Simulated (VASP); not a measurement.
A run of VASP 6.6.1 is set up as follows.

Contents of INCAR:

```
PREC = Accurate ; ENCUT = 520
EDIFF = 1E-6 ; ISMEAR = 0
SIGMA = 0.1 ; LREAL = False
LASPH = True ; NELM = 80
ALGO = Normal ; ISIF = 2
LWAVE = False ; LCHARG = True
GGA = PE ; LELF = True
LVHAR = True ; NBANDS = 36
```

Contents of KPOINTS:

```
regular mesh
0
Gamma
  10 10 12
```

POSCAR

```
Ge
1.0
    2.5265826770     -4.1702365087      0.0000000000
    2.5265826770      4.1702365087      0.0000000000
    0.0000000000      0.0000000000      4.0630957470
Ge
4
Direct
    0.1490373300      0.8509626700      0.8657164965
    0.6490373300      0.3509626700      0.6342835035
    0.8509626700      0.1490373300      0.1342835035
    0.3509626700      0.6490373300      0.3657164965
```

Potentials or basis: VASP PAW PBE potentials, release 64 (Ge_d).

Command:

```console
$ cat potpaw_PBE.64/Ge_d/POTCAR > POTCAR
$ mpirun -np 1 vasp_std > vasp.out
```

(1) What does it give for the band gap on the k mesh?

(2) Estimate the pressure.

Results:

(1) zero (bands 28 and 29 overlap by 1.78 eV).

(2) 0.0 GPa.
